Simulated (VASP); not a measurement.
# Os: single point with PBE

Crystal: Os.

```xyz
2
Lattice="2.7341 0.0000 0.0000 -1.3670 2.3678 0.0000 0.0000 0.0000 4.2333" Properties=species:S:1:pos:R:3 pbc="T T T"
Os    0.0000    1.5785    1.0583
Os    1.3670    0.7893    3.1750
```

This cell differs from its parent crystal: zz strain of -2 %.

```
Program             : VASP 6.6.1
Task                : single point
Functional          : PBE
Potentials or basis : VASP PAW PBE potentials, release 64 (Os)
Cutoff              : 600 eV
k mesh              : 15 × 15 × 9
Occupations         : fermi-dirac, width 0.05 eV
Spin                : no spin polarisation
```

```json
{"Pressure": "19.0 GPa", "Band gap on the k mesh": "zero (bands 8 and 9 overlap by 3.94 eV)"}
```

Stress tensor (GPa, compression positive):
```
14.09  0.00  0.00
 0.00 14.09  0.00
 0.00  0.00 28.81
```

Levels at points of the mesh, in eV from the Fermi level:
```csv
k point,band 5,band 6,band 7,band 8,band 9,band 10,band 11,band 12
"(0.00, 0.00, 0.00)",-2.64,-2.25,-2.25,-1.80,-1.80,0.27,1.74,1.74
```

Wall time 84 s on 1 thread of Intel Xeon 8259CL, with other jobs on the host, peak memory 0.2 GiB.

Caveat: the cell differs from its parent crystal (zz strain of -2 %); the cell stands under pressure; spin-orbit coupling is left out, which moves the levels of the heavy elements.
